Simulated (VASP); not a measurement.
Runs of VASP 6.6.1 on Ga3O2. The structure is that of space group Fmm2 (No. 42), or close to it. The cells are those of the table. 

| task | spin | cell | k mesh | cutoff (eV) | gap on the mesh (eV) | pressure (GPa) | moment (μB) | largest force (eV/Å) |
| --- | --- | --- | --- | --- | --- | --- | --- | --- |
| relaxation of cell and atoms | off | relaxed from a = 4.945, b = 4.900, c = 5.104 Å, angles 59.2, 58.3, 62.5°, 5 atoms | 4 × 4 × 4 | 600 | none | 0.1 | - | 0.03 |
| single point | off | a = 5.198, b = 5.315, c = 4.366 Å, angles 64.1, 66.9, 49.1°, 5 atoms | 4 × 4 × 4 | 520 | none | 0.4 | - | 0.06 |
| single point | collinear, ferromagnetic start | a = 5.315, b = 5.198, c = 4.366 Å, angles 66.9, 64.1, 49.1°, 5 atoms | 4 × 4 × 4 | 520 | none | 0.4 | 0.00 | 0.06 |
| single point | collinear, ferromagnetic start | a = 4.945, b = 4.900, c = 5.104 Å, angles 59.2, 58.3, 62.5°, 5 atoms | 4 × 4 × 4 | 520 | none | 15.7 | 0.00 | 7.39 |
| single point | off | a = 5.306, b = 5.195, c = 4.366 Å, angles 66.8, 64.1, 49.1°, 5 atoms | 10 × 10 × 10 | 520 | none | (a) | - | 0.07 |
| single point | off | a = 4.945, b = 4.900, c = 5.104 Å, angles 59.2, 58.3, 62.5°, 5 atoms | 4 × 4 × 4 | 520 | none | 15.7 | - | 7.39 |

Alike in all rows: level PBE; potentials or basis VASP PAW PBE potentials, release 64 (Ga_d, O); smearing gaussian 0.1 eV.

Question: Estimate the missing entries.

Answer: (a) 0.3.

Caveats: some runs use coarse meshes; an odd number of electrons without spin polarisation forces a metal (some runs); a magnetic or distorted state may lie lower (some runs); forces of over 1 eV/Å act on the atoms, so gaps and moduli don't describe the material at rest (some runs).

A k mesh can miss the band edges, and the runs leave out spin-orbit coupling on Ga.

A gap of «none» marks levels without a gap at the run's occupations.
